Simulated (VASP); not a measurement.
The system is CoSi.

```xyz
8
Lattice="4.4307 0.0000 0.0000 0.0000 4.4307 0.0000 0.0000 0.0000 4.4307" Properties=species:S:1:pos:R:3 pbc="T T T"
Co    0.6426    0.6426    0.6426
Co    1.5728    3.7881    2.8580
Co    2.8580    1.5728    3.7881
Co    3.7881    2.8580    1.5728
Si    3.7359    3.7359    3.7359
Si    2.9102    0.6948    1.5206
Si    1.5206    2.9102    0.6948
Si    0.6948    1.5206    2.9102
```

- Program: VASP 6.6.1
- Task: relaxation of cell and atoms
- Functional: PBEsol
- Potentials or basis: VASP PAW PBE potentials, release 64 (Co, Si)
- Cutoff: 600 eV
- k mesh: 6 × 6 × 6
- Occupations: fermi-dirac, width 0.02 eV
- Spin: no spin polarisation

At the start: pressure -6.9 GPa; volume 10.87 Å³/atom.

**Question.** How do energy, volume and symmetry change on relaxing?

**Answer.** Over 17 steps the energy falls by 7.1 meV/atom and the volume is 10.55 Å³/atom (-3.0 %); space group P2_13 (No. 198, to 0.05 Å).

The path:
| step | energy change (eV) | largest force (eV/Å) | pressure (GPa) | volume (Å³) |
| --- | --- | --- | --- | --- |
| 1 | 0.0000 | 0.0245 | -6.86 | 86.98 |
| 2 | 0.0435 | 0.1521 | 10.34 | 81.25 |
| 3 | -0.0560 | 0.0499 | -0.09 | 84.46 |
| 4 | -0.0560 | 0.0515 | 0.02 | 84.41 |
| 5 | -0.0564 | 0.0332 | 0.09 | 84.39 |
| 6 | -0.0567 | 0.0066 | 0.11 | 84.37 |
| 7 | -0.0566 | 0.0034 | -0.19 | 84.47 |
| 8 | -0.0567 | 0.0056 | -0.01 | 84.40 |
| 9 | -0.0567 | 0.0054 | 0.00 | 84.40 |
| 10 | -0.0567 | 0.0045 | -0.08 | 84.43 |
| 11 | -0.0567 | 0.0052 | -0.06 | 84.41 |
| 12 | -0.0567 | 0.0054 | -0.03 | 84.41 |
| 13 | -0.0567 | 0.0055 | 0.07 | 84.40 |
| 14 | -0.0567 | 0.0029 | -0.08 | 84.44 |
| 15 | -0.0567 | 0.0039 | -0.14 | 84.42 |
| 16 | -0.0567 | 0.0047 | -0.08 | 84.41 |
| 17 | -0.0567 | 0.0050 | -0.05 | 84.41 |

Final structure:
```
CELL_PARAMETERS angstrom
4.38663 0.00000 0.00000
0.00000 4.38663 0.00000
0.00000 0.00000 4.38663
ATOMIC_POSITIONS crystal
Co 0.14574 0.14574 0.14574
Co 0.35426 0.85426 0.64574
Co 0.64574 0.35426 0.85426
Co 0.85426 0.64574 0.35426
Si 0.84339 0.84339 0.84339
Si 0.65661 0.15661 0.34339
Si 0.34339 0.65661 0.15661
Si 0.15661 0.34339 0.65661
```

Caveat: the PAW data sets were made with another functional, which shifts forces and pressure a little.
